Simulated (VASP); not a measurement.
**Ge: relaxation of cell and atoms with BLYP+D4**

The system is Ge.

```xyz
2
Lattice="-2.5745 2.5745 1.3974 2.5745 -2.5745 1.3974 2.5745 2.5745 -1.3974" Properties=species:S:1:pos:R:3 pbc="T T T"
Ge    0.0000    0.0000    1.3974
Ge    2.5745    0.0000    0.6987
```

```json
{
 "Program": "VASP 6.6.1",
 "Task": "relaxation of cell and atoms",
 "Functional": "BLYP",
 "Dispersion": "D4",
 "Potentials or basis": "VASP PAW PBE potentials, release 64 (Ge_d)",
 "Cutoff": "600 eV",
 "k mesh": "11 × 11 × 11",
 "Occupations": "fermi-dirac, width 0.05 eV",
 "Spin": "no spin polarisation",
 "Dipole correction": "no",
 "Further INCAR settings": "ALGO = Normal; EDIFF = 1e-06; IBRION = 2; EDIFFG = -0.02; NSW = 80; ISIF = 3"
}
```

- Relaxed volume: 19.48 Å³/atom
- Relaxed cell: a = 3.967 Å, b = 3.967 Å, c = 3.967 Å, α = 97.37°, β = 97.37°, γ = 138.04°
- Space group after relaxing (to 0.1 Å): I4_1/amd (No. 141)
- Energy gained by relaxing: 10.6 meV/atom
- Ionic steps: 4
- Pressure after relaxing: 0.1 GPa
- Band gap on the k mesh: zero (bands 14 and 15 overlap by 4.18 eV)
- Dispersion energy per atom: -0.712 eV

Stress tensor (GPa, compression positive):
```
0.14 0.00 0.00
0.00 0.14 0.00
0.00 0.00 0.03
```

The path:
```tsv
step	energy change (eV)	largest force (eV/Å)	pressure (GPa)	volume (Å³)
1	0.0000	0.0000	3.57	37.05
2	-0.0207	0.0000	-0.32	39.30
3	-0.0211	0.0000	-0.17	39.07
4	-0.0212	0.0000	0.11	38.97
```

Final structure:
```
Ge
1.0
    -2.61894    2.61894    1.42042
     2.61894   -2.61894    1.42042
     2.61894    2.61894   -1.42042
Ge
2
Direct
  0.50000 0.50000 0.00000
  0.25000 0.75000 0.50000
```

Levels at points of the mesh, in eV from the Fermi level:
| k point | band 12 | band 13 | band 14 | band 15 | band 16 | band 17 |
| --- | --- | --- | --- | --- | --- | --- |
| (0.00, 0.00, 0.00) | -4.42 | -2.16 | -2.16 | 3.86 | 7.14 | 7.14 |

It took 5.7 min on 1 thread of AMD EPYC 7R13 (shared host), peak memory 0.24 GiB.

Caveat: the PAW data sets were made with another functional, which shifts forces and pressure a little.
